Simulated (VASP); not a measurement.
Set up this calculation in VASP 6.6.1, as the native input.

```yaml
Task: single point
Functional: r2SCAN
Potentials_or_basis: VASP PAW PBE potentials, release 64 (K_sv, I)
Cutoff: 520 eV
k_mesh: 6 × 6 × 6
Occupations: gaussian, width 0.01 eV
Spin: no spin polarisation
Dipole_correction: no
Further_INCAR_settings: ALGO = Normal; EDIFF = 1e-07; NBANDS = 15
```

Crystal: KI.

```
K I
1.0
     0.00000    3.54428    3.54428
     3.54428    0.00000    3.54428
     3.54428    3.54428    0.00000
K I
1 1
Direct
  0.00000 0.00000 0.00000
  0.50000 0.50000 0.50000
```

These files were run (other wordings do the same):

POSCAR

```
KI
1.0
    0.0000000000      3.5442843396      3.5442843396
    3.5442843396      0.0000000000      3.5442843396
    3.5442843396      3.5442843396      0.0000000000
K I
1 1
Direct
    0.0000000000      0.0000000000      0.0000000000
    0.5000000000      0.5000000000      0.5000000000
```

INCAR.step1

```
SYSTEM = KI
PREC = Accurate
ENCUT = 520
ISMEAR = 0
SIGMA = 0.01
LREAL = .False.
LASPH = .True.
NELM = 60
NBANDS = 15
GGA = PE
ALGO = Normal
EDIFF = 1E-4
LWAVE = .True.
LCHARG = .False.
```

INCAR.step2

```
SYSTEM = KI
PREC = Accurate
ENCUT = 520
EDIFF = 1E-7
ISMEAR = 0
SIGMA = 0.01
LREAL = .False.
LASPH = .True.
NELM = 60
ALGO = Normal
ISIF = 2
LWAVE = .False.
LCHARG = .True.
METAGGA = R2SCAN
LMIXTAU = .True.
LELF = .True.
LVHAR = .True.
NBANDS = 15
ISTART = 1
```

KPOINTS

```
regular mesh
0
Gamma
  6 6 6
  0 0 0
```

Potentials or basis: VASP PAW PBE potentials, release 64 (K_sv, I).

The run is started by

```console
$ cat potpaw_PBE.64/K_sv/POTCAR potpaw_PBE.64/I/POTCAR > POTCAR
$ cp INCAR.step1 INCAR
$ mpirun -np 1 vasp_std > vasp.out
$ cp INCAR.step2 INCAR
$ mpirun -np 1 vasp_std > vasp.out
```

Results of the run:

```json
{
 "Pressure": "0.0 GPa",
 "Band gap on the k mesh": "4.58 eV"
}
```

Caveat: the PAW data sets were made with another functional, which shifts forces and pressure a little; spin-orbit coupling is left out, which moves the levels of the heavy elements.

It took 78 s on 1 thread of Intel(R) Xeon(R) Platinum 8488C (Sapphire Rapids), with other jobs on the host, peak memory 0.26 GiB.
